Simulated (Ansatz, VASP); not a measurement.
ScAl3 in VASP and in Ansatz

```
CELL_PARAMETERS angstrom
4.08781 0.00000 0.00000
0.00000 4.08781 0.00000
0.00000 0.00000 4.08781
ATOMIC_POSITIONS crystal
Sc 0.00000 0.00000 0.00000
Al 0.50000 0.00000 0.50000
Al 0.00000 0.50000 0.50000
Al 0.50000 0.50000 0.00000
```

Alike in both runs: task relaxation of cell and atoms; functional LDA; k mesh 10 × 10 × 10; occupations gaussian, width 0.1 eV; no spin polarisation.

|  | VASP | Ansatz |
| --- | --- | --- |
| version | VASP 6.6.1 | Ansatz 0.2.0 |
| potentials or method | VASP PAW LDA potentials, release 64 (Sc_sv, Al), cutoff 600 eV | scalar-relativistic, plane waves, PAW |
| valence electrons in the cell | 20 | 20 |

|  | VASP | Ansatz | Ansatz less VASP |
| --- | --- | --- | --- |
| gap on the k mesh at the Fermi level, each at its own relaxed structure (eV) | none | none | - |
| relaxed volume (Å³/atom) | 16.41 | 16.38 | -0.026 |
| relaxed cell length with the largest relative difference (Å) | 4.034 | 4.032 | -0.0021 |

LDA's correlation is that of Perdew and Zunger in VASP and of Perdew and Wang (1992) in Ansatz. A gap of «none» marks a metal or a gap that the smearing closes.
